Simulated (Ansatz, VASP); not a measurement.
**One calculation of V, two programs**

INCAR

```
SYSTEM = V
  PREC = Accurate
  ENCUT = 520
  EDIFF = 1E-6
  ISMEAR = -1
  SIGMA = 0.05
  LREAL = .False.
  LASPH = .True.
  NELM = 100
  ALGO = Normal
  ISIF = 2
  LWAVE = .False.
  LCHARG = .True.
  GGA = PE
  LELF = .True.
  LVHAR = .True.
  NBANDS = 20
```

Contents of KPOINTS:

```
regular mesh
0
Gamma
  17 17 17
  0 0 0
```

POSCAR

```
V
1.0
   -2.3278033066      2.3278033066      1.2914908162
    2.3278033066     -2.3278033066      1.2914908162
    2.3278033066      2.3278033066     -1.2914908162
V
2
Direct
   -0.3750000000     -0.1250000000     -0.2500000000
    0.3750000000      0.1250000000      0.2500000000
```

Input for Ansatz:

```yaml
crystal:
  lattice:
    - [-2.3278033066, 2.3278033066, 1.2914908162]
    - [2.3278033066, -2.3278033066, 1.2914908162]
    - [2.3278033066, 2.3278033066, -1.2914908162]
  atoms:
    - { symbol: V, position: [-0.375, -0.125, -0.25] }
    - { symbol: V, position: [0.375, 0.125, 0.25] }
kpoints:
  mp_grid: { grid: [17, 17, 17] }
  band_path:
    path:
      - [0.0, 0.0, 0.0]
      - [0.0, 0.0, 0.5]
      - [-0.5, 0.5, 0.5]
      - [0.0, 0.0, 0.0]
      - [0.3269538038, 0.3269538038, -0.3269538038]
      - [-0.3269538038, 0.6730461962, 0.3269538038]
      - [-0.5, 0.5, 0.5]
      - [0.0, 0.0, 0.5]
      - [0.25, 0.25, 0.25]
    npoints: 8
scf:
  occupations: { method: fermi_dirac, width: 0.05 }
hamiltonian:
  xc: pbe
  pseudopotentials: { kind: paw }
output:
  forces: true
  stress: true
  eigenvalues: true
  populations: true
  dos: { projected: true, de: 0.2, e_range: [-14, 8] }
  write_density: true
  write_potential: true
  elf: true
  volumetric_format: npy
```

Change from the starting cell: volume scaled by 1, PAW files.

Alike in both runs: task single point; functional PBE; k mesh 17 × 17 × 17; occupations fermi-dirac, width 0.05 eV; no spin polarisation.

|  | VASP | Ansatz |
| --- | --- | --- |
| version | VASP 6.6.1 | Ansatz 0.2.0 |
| potentials or method | VASP PAW PBE potentials, release 64 (V_sv) | PAW with Ansatz's default frozen-core files, scalar-relativistic |
| plane-wave cutoff (eV) | 520 | 420 |
| valence electrons in the cell | 26 | 26 |

Ansatz gave:

```
pressure (GPa)                                                : 0.0
traceless stress, the component that is largest in VASP (GPa) : 0.00
```

Problem. Which values does VASP return?

Solution. Pressure (GPa): 0.3; traceless stress, the component that is largest in VASP (GPa): -0.10.

With one functional, cell and mesh, what is left measures potentials, basis and numerics.
